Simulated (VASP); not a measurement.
# AlSi36H17Cl3 in VASP: notebook, part 2 of 2

VASP 6.6.1. The steps go on from the part before.

**3. Single point, PBE, collinear spin, zero start**

Input file INCAR:

```
SYSTEM = AlSi36H17Cl3
PREC = Accurate
ENCUT = 520
EDIFF = 1E-6
ISMEAR = 0
SIGMA = 0.02
LREAL = Auto
LASPH = .TRUE.
NELM = 150
ALGO = Normal
ISIF = 2
LWAVE = .FALSE.
LCHARG = .FALSE.
ISPIN = 2
MAGMOM = 0 0 0 0 0 0 0 0 0 0 0 0 0 0 0 0 0 0 0 0 0 0 0 0 0 0 0 0 0 0 0 0 0 0 0 0 0 0 0 0 0 0 0 0 0 0 0 0 0 0 0 0 0 0 0 0 0
LORBIT = 11
GGA = PE
NBANDS = 130
```

Input file KPOINTS:

```
Automatic mesh
0
G
  1 1 1
  0 0 0
```

Input file POSCAR:

```
AlSi36H17Cl3
1.0
   11.5187690000      0.0000000000      0.0000000000
    5.7593850000      9.9755470000      0.0000000000
    0.0000000000      0.0000000000     19.8687650000
H Si Al Cl
17 36 1 3
Direct
    0.1111111263      0.1111111000      0.0503302545
    0.4444444886      0.1111111000      0.0503302545
    0.7777778509      0.1111111000      0.0503302545
    0.1111111430      0.4444443999      0.0503302545
    0.4444444185      0.4444443999      0.0503302545
    0.7777777808      0.4444443999      0.0503302545
    0.1111111096      0.7777778001      0.0503302545
    0.4444444719      0.7777778001      0.0503302545
    0.7777777473      0.7777778001      0.0503302545
    0.3410536054     -0.0010299185      0.3965557497
    0.6629873095      0.0000419025      0.3971043495
    0.0004374687      0.3360893393      0.3971972088
    0.3333410080      0.3332991163      0.3970923709
    0.6601960807      0.3404101048      0.3966594803
   -0.0009382557      0.6596571597      0.3966539440
    0.3363409673      0.6631777686      0.3972367684
    0.6666321503      0.6666266020      0.3957346116
    0.1111111263      0.1111111000      0.1258256364
    0.4444444886      0.1111111000      0.1258256364
    0.7777778509      0.1111111000      0.1258256364
    0.1111111430      0.4444443999      0.1258256364
    0.4444444185      0.4444443999      0.1258256364
    0.7777777808      0.4444443999      0.1258256364
    0.1111111096      0.7777778001      0.1258256364
    0.4444444719      0.7777778001      0.1258256364
    0.7777777473      0.7777778001      0.1258256364
   -0.1107424205      0.2207423813      0.1661145522
    0.2223448621      0.2213100695      0.1647841222
    0.5557043873      0.2211974942      0.1647957485
   -0.1112867954      0.5544433804      0.1639344469
    0.2223979563      0.5546247238      0.1648236818
    0.5555902009      0.5549863080      0.1639922763
   -0.1106802822      0.8879806792      0.1661740929
    0.2220153222      0.8880152637      0.1661320168
    0.5561550186      0.8875513293      0.1638673063
   -0.1089946990      0.2187153246      0.2847136699
    0.2222342140      0.2233117643      0.2828414851
    0.5558525590      0.2238448679      0.2828504942
   -0.1111759914      0.5561089532      0.2813666577
    0.2213160671      0.5578271547      0.2828817996
    0.5545372169      0.5578025947      0.2814401398
   -0.1085230187      0.8926598211      0.2848345129
    0.2171847840      0.8936934486      0.2847483978
    0.5561716913      0.8905903606      0.2812778751
    0.0003929527     -0.0007456233      0.3336947717
    0.3350994489     -0.0011438972      0.3213966746
    0.6677543588     -0.0006443757      0.3217050984
   -0.0002086838      0.3326049188      0.3217922201
    0.3334156502      0.3335566461      0.3216104776
    0.6665619980      0.3345729312      0.3215087098
   -0.0012578723      0.6662933872      0.3215096157
    0.3328997199      0.6677739075      0.3218381213
    0.6666551866      0.6667972192      0.3202166315
    1.0002287709     -0.0005879377      0.4601878879
    1.0518317612     -0.1993789413      0.4917001132
    1.1474060011      0.0510034187      0.4917080151
    0.8014403818      0.1466157194      0.4916785215
```

Potentials or basis: VASP PAW PBE potentials, release 64 (H, Si, Al, Cl).

Command:

```
$ cat potpaw_PBE.64/H/POTCAR potpaw_PBE.64/Si/POTCAR potpaw_PBE.64/Al/POTCAR potpaw_PBE.64/Cl/POTCAR > POTCAR
$ mpirun -np 1 vasp_gam > vasp.out
```

OUTCAR:

```text
SYSTEM = AlSi36H17Cl3
   PREC = Accurate
   ENCUT = 520
   EDIFF = 1E-6
   ISMEAR = 0
   LREAL = Auto
   LASPH = .TRUE.
   NELM = 150
   ISIF = 2
   ISPIN = 2
   LORBIT = 11
   GGA = PE

 ion  position               nearest neighbor table
   1  0.111  0.111  0.050-  18 1.50
   2  0.444  0.111  0.050-  19 1.50
   3  0.778  0.111  0.050-  20 1.50
   4  0.111  0.444  0.050-  21 1.50
   5  0.444  0.444  0.050-  22 1.50
   6  0.778  0.444  0.050-  23 1.50
[... 9 lines left out ...]
  16  0.336  0.663  0.397-  52 1.50
  17  0.667  0.667  0.396-  53 1.50
[... 35 lines left out ...]
  53  0.667  0.667  0.320-  17 1.50  41 2.34  39 2.35  44 2.36
  54  0.000  0.999  0.460-  56 2.15  57 2.15  55 2.15  45 2.51
  55  0.052  0.801  0.492-  54 2.15
  56  0.147  0.051  0.492-  54 2.15
  57  0.801  0.147  0.492-  54 2.15

  LATTYP: Found a hexagonal cell.
 ALAT       =    11.5187696186
 C/A-ratio  =     1.7249034105

  Lattice vectors:

 A1 = (  -5.7593850000,  -9.9755470000,   0.0000000000)
 A2 = (  11.5187690000,   0.0000000000,   0.0000000000)
 A3 = (   0.0000000000,   0.0000000000,  19.8687650000)

Analysis of symmetry for initial positions (statically):
[... 514 lines left out ...]
 -----------------------------------------------------------------------------
  energy-cutoff  :      520.00
  volume of cell :     2283.04
      direct lattice vectors                 reciprocal lattice vectors
    11.518769000  0.000000000  0.000000000     0.086814832 -0.050122569  0.000000000
     5.759385000  9.975547000  0.000000000     0.000000000  0.100245129  0.000000000
     0.000000000  0.000000000 19.868765000     0.000000000  0.000000000  0.050330255

 POSITION                                       TOTAL-FORCE (eV/Angst)
 -----------------------------------------------------------------------------------
      1.91979      1.10839      1.00000        -0.001414      0.003092     -0.024893
      5.75939      1.10839      1.00000         0.002363      0.018464     -0.033099
      9.59898      1.10839      1.00000         0.006139      0.001688     -0.024603
      3.83959      4.43358      1.00000         0.016309     -0.000621     -0.032583
      7.67918      4.43358      1.00000        -0.009637     -0.002357     -0.032187
     11.51877      4.43358      1.00000        -0.009613     -0.023664     -0.041652
[... 49 lines left out ...]
      1.99168      0.50879      9.76963        -0.055990      0.030027     -0.000509
     10.07602      1.46257      9.76904         0.001828     -0.064825     -0.001231
 -----------------------------------------------------------------------------------
    total drift:                               -0.003835      0.001189     -0.024610

  FREE ENERGIE OF THE ION-ELECTRON SYSTEM (eV)
  ---------------------------------------------------
  free  energy   TOTEN  =      -259.9637759795 eV

  energy  without entropy=     -259.9637649467  energy(sigma->0) =     -259.96377046

 total charge

# of ion       s       p       d       tot
------------------------------------------
    1        0.558   0.014   0.000   0.571
    2        0.558   0.014   0.000   0.571
    3        0.558   0.014   0.000   0.571
    4        0.558   0.014   0.000   0.571
    5        0.558   0.014   0.000   0.571
    6        0.558   0.014   0.000   0.571
[... 49 lines left out ...]
   56        1.599   3.555   0.000   5.154
   57        1.599   3.555   0.000   5.154
--------------------------------------------------
tot         40.918  46.453   0.000  87.371

 magnetization (x)

# of ion       s       p       d       tot
------------------------------------------
    1        0.000  -0.000   0.000   0.000
    2        0.000  -0.000   0.000   0.000
    3        0.000  -0.000   0.000   0.000
    4        0.000  -0.000   0.000   0.000
    5        0.000  -0.000   0.000   0.000
    6        0.000  -0.000   0.000   0.000
[... 49 lines left out ...]
   56        0.000   0.000   0.000   0.000
   57        0.000   0.000   0.000   0.000
--------------------------------------------------
tot         -0.003  -0.456   0.000  -0.459
```

OSZICAR:

```text
N       E                     dE             d eps       ncg     rms          rms(c)
DAV:   1     0.110818939081E+04    0.11082E+04   -0.69484E+04   520   0.111E+03
[... 22 lines left out ...]
DAV:  24    -0.259963716147E+03   -0.48707E-04   -0.17042E-06   496   0.225E-03    0.244E-03
DAV:  25    -0.259963749120E+03   -0.32974E-04   -0.15326E-06   480   0.187E-03    0.231E-03
DAV:  26    -0.259963764628E+03   -0.15508E-04   -0.92790E-07   412   0.142E-03    0.132E-03
DAV:  27    -0.259963768357E+03   -0.37287E-05   -0.32844E-07   430   0.953E-04    0.470E-04
DAV:  28    -0.259963774076E+03   -0.57184E-05   -0.25102E-07   364   0.802E-04    0.261E-04
DAV:  29    -0.259963775655E+03   -0.15796E-05   -0.77423E-08   366   0.494E-04    0.222E-04
DAV:  30    -0.259963775979E+03   -0.32433E-06   -0.25080E-09   302   0.308E-04
   1 F= -.25996378E+03 E0= -.25996377E+03  d E =-.110327E-04  mag=    -0.9998
```

stdout:

```text
POSCAR found type information on POSCAR H SiAlCl
 POSCAR found :  4 types and      57 ions
 scaLAPACK will be used
 LDA part: xc-table for (Slater+PW92), standard interpolation
 POSCAR, INCAR and KPOINTS ok, starting setup
 FFT: planning ... GRIDC
 FFT: planning ... GRID_SOFT
 FFT: planning ... GRID
 WAVECAR not read
 entering main loop
```

It took 31 min on 1 thread of Intel Xeon Platinum 8259CL at 2.50GHz (Skylake/Cascade Lake), shared host; peak memory 3 GiB.

Results:

| Quantity | Value |
| --- | --- |
| Free energy | -259.9638 eV |
| Largest force | 0.149 eV/Å |
| Net moment | -1.00 μB per cell |
| Site moments | H +0.00; Si -0.01, -0.02 (each value once); Al +0.00; Cl +0.00 μB |
| Valence electrons inside the program's atomic spheres | H 0.57; Si 1.71, 1.70, 1.72, 1.69 (each value once); Al 0.74; Cl 5.15 |

Forces on the atoms (eV/Å):
```
H   -0.001  0.003 -0.025
H    0.002  0.018 -0.033
H    0.006  0.002 -0.025
H    0.016 -0.001 -0.033
H   -0.010 -0.002 -0.032
H   -0.010 -0.024 -0.042
H    0.004  0.007 -0.024
H   -0.019  0.022 -0.043
H    0.035  0.007 -0.043
H    0.005 -0.003 -0.012
H    0.002  0.000 -0.011
H   -0.001 -0.001 -0.011
H    0.000  0.001 -0.006
H    0.002  0.007 -0.012
H   -0.006  0.000 -0.013
H    0.001  0.004 -0.011
H    0.000  0.001 -0.006
Si  -0.062 -0.042  0.115
Si  -0.009  0.000  0.004
Si   0.048 -0.048  0.115
Si   0.003 -0.015  0.007
Si  -0.020 -0.017  0.009
Si  -0.035 -0.117  0.007
Si  -0.009  0.069  0.110
Si  -0.093  0.070  0.012
Si   0.105  0.031  0.014
Si   0.005  0.020 -0.006
Si   0.001 -0.006 -0.004
Si   0.018  0.003 -0.004
Si   0.025  0.012 -0.004
Si   0.001  0.012 -0.005
Si   0.006 -0.010 -0.005
Si  -0.008 -0.005 -0.006
Si   0.023 -0.002 -0.006
Si  -0.005  0.015 -0.003
Si  -0.011 -0.001 -0.010
Si  -0.008  0.002 -0.002
Si  -0.011 -0.004 -0.003
Si  -0.016 -0.001  0.012
Si  -0.002  0.002 -0.002
Si  -0.007  0.005  0.011
Si   0.004  0.007 -0.010
Si  -0.015  0.006 -0.011
Si  -0.003 -0.001  0.011
Si   0.005  0.000 -0.146
Si  -0.001  0.000 -0.001
Si   0.002  0.001  0.008
Si   0.007 -0.002  0.009
Si   0.003 -0.004  0.006
Si   0.006 -0.009 -0.002
Si   0.012 -0.001 -0.004
Si   0.002 -0.007  0.007
Si   0.007 -0.007  0.013
Al   0.002  0.002  0.149
Cl   0.056  0.034 -0.001
Cl  -0.056  0.030 -0.001
Cl   0.002 -0.065 -0.001
```

Caveat: the k points lie up to 0.63 Å⁻¹ apart; there is no dipole correction, which matters where the two faces differ.
